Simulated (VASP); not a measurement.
Set up this calculation in VASP 6.6.1, as the native input.

```
Task                   : single point
Functional             : r2SCAN
Potentials or basis    : VASP PAW PBE potentials, release 64 (Li_sv)
Cutoff                 : 830 eV
k mesh                 : 11 × 11 × 11
Occupations            : fermi-dirac, width 0.05 eV
Spin                   : no spin polarisation
Dipole correction      : no
Further INCAR settings : ALGO = Normal; EDIFF = 1e-06; NBANDS = 8
```

Crystal: Li.

```
Li
1.0
    -1.78906    1.78906    1.78906
     1.78906   -1.78906    1.78906
     1.78906    1.78906   -1.78906
Li
1
Direct
  0.00000 0.00000 0.00000
```

This cell differs from its parent crystal: volume scaled by 1.06.

One way to write it, as run:

POSCAR

```
Li
1.0
   -1.7890636389      1.7890636389      1.7890636389
    1.7890636389     -1.7890636389      1.7890636389
    1.7890636389      1.7890636389     -1.7890636389
Li
1
Direct
    0.0000000000      0.0000000000      0.0000000000
```

INCAR.step1

```
SYSTEM = Li
ALGO = Normal ; EDIFF = 1E-5
ENCUT = 830 ; GGA = PE
GGA_COMPAT = .FALSE. ; ISMEAR = -1
LASPH = .TRUE. ; LCHARG = .FALSE.
LREAL = .FALSE. ; LWAVE = .TRUE.
NBANDS = 8 ; NELM = 120
PREC = Accurate ; SIGMA = 0.05
```

INCAR.step2

```
SYSTEM = Li
ALGO = Normal ; EDIFF = 1E-6
ENCUT = 830 ; GGA_COMPAT = .FALSE.
ISIF = 2 ; ISMEAR = -1
ISTART = 1 ; LASPH = .TRUE.
LCHARG = .FALSE. ; LMIXTAU = .TRUE.
LREAL = .FALSE. ; LWAVE = .FALSE.
METAGGA = R2SCAN ; NBANDS = 8
NELM = 120 ; PREC = Accurate
SIGMA = 0.05
```

KPOINTS

```
k-points
0
G
  11 11 11
  0 0 0
```

Potentials or basis: VASP PAW PBE potentials, release 64 (Li_sv).

The run is started by

```bash
$ cat potpaw_PBE.64/Li_sv/POTCAR > POTCAR
$ cp INCAR.step1 INCAR
$ mpirun -np 1 vasp_std > vasp.out
$ cp INCAR.step2 INCAR
$ mpirun -np 1 vasp_std > vasp.out
```

Results of the run:

The pressure is -1.1 GPa.

Caveat: the PAW data sets were made with another functional, which shifts forces and pressure a little.

It took 2.5 min on 1 thread of Intel Xeon 8259CL (shared host), peak memory 0.17 GiB.
